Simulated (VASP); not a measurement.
Input of a VASP 6.6.1 run:

The input INCAR:

```
SYSTEM = Au
ALGO = Fast
EDIFF = 1E-7
EDIFFG = -0.008
ENCUT = 600
GGA = PE
IBRION = 2
ISIF = 3
ISMEAR = 0
LASPH = .True.
LCHARG = .False.
LREAL = .False.
LWAVE = .False.
NELM = 100
NSW = 70
PREC = Accurate
PSTRESS = 150.0
SIGMA = 0.1
```

Contents of KPOINTS:

```
k-points
0
Gamma
  18 18 18
  0 0 0
```

POSCAR

```
Au
1.0
    0.0000000000      2.0198044797      2.0198044797
    2.0198044797      0.0000000000      2.0198044797
    2.0198044797      2.0198044797      0.0000000000
Au
1
Direct
    0.0000000000      0.0000000000      0.0000000000
```

Potentials or basis: VASP PAW PBE potentials, release 64 (Au).

The run is started by

```sh
$ cat potpaw_PBE.64/Au/POTCAR > POTCAR
$ mpirun -np 1 vasp_std > vasp.out
```

**Question.** Predict the relaxed volume.

**Answer.** 16.51 Å³/atom.

**Question.** Predict the space group after relaxing (to 0.05 Å).

**Answer.** Fm-3m (No. 225).

Final structure:
```
Au
1.0
     0.00000    2.02118    2.02118
     2.02118    0.00000    2.02118
     2.02118    2.02118    0.00000
Au
1
Direct
  0.00000 0.00000 0.00000
```

Caveat: the cell is relaxed towards a set pressure, so the enthalpy falls and the energy may rise.
